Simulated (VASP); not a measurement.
Here is a VASP 6.6.1 calculation.

Contents of INCAR:

```
SYSTEM = Ga
ALGO = Normal
EDIFF = 1E-6
EDIFFG = -0.01
ENCUT = 600
GGA = PE
IBRION = 2
ISIF = 3
ISMEAR = 0
LASPH = .TRUE.
LCHARG = .FALSE.
LREAL = .FALSE.
LWAVE = .FALSE.
NELM = 100
NSW = 100
PREC = Accurate
SIGMA = 0.1
```

The input KPOINTS:

```
k-points
0
G
  21 21 21
  0 0 0
```

Contents of POSCAR:

```
Ga
1.0
    2.0853586657      1.2039823870      1.3237060348
   -2.0853586657      1.2039823870      1.3237060348
    0.0000000000     -2.4079647740      1.3237060348
Ga
1
Direct
    0.5000000000      0.5000000000      0.5000000000
```

Potentials or basis: VASP PAW PBE potentials, release 64 (Ga_d).

Run with:

```console
$ cat potpaw_PBE.64/Ga_d/POTCAR > POTCAR
$ mpirun -np 1 vasp_std > vasp.out
```

Problem. What does it give for the space group after relaxing (to 0.05 Å)?

Solution. R-3m (No. 166).

Problem. What does it give for the relaxed cell?

Solution. a = 2.760 Å, b = 2.760 Å, c = 2.760 Å, α = 99.99°, β = 99.99°, γ = 99.99°.

Problem. Predict the relaxed volume.

Solution. 19.93 Å³/atom.

Stress tensor (GPa, compression positive):
```
-0.05  0.00  0.00
 0.00 -0.05  0.00
 0.00  0.00  0.03
```
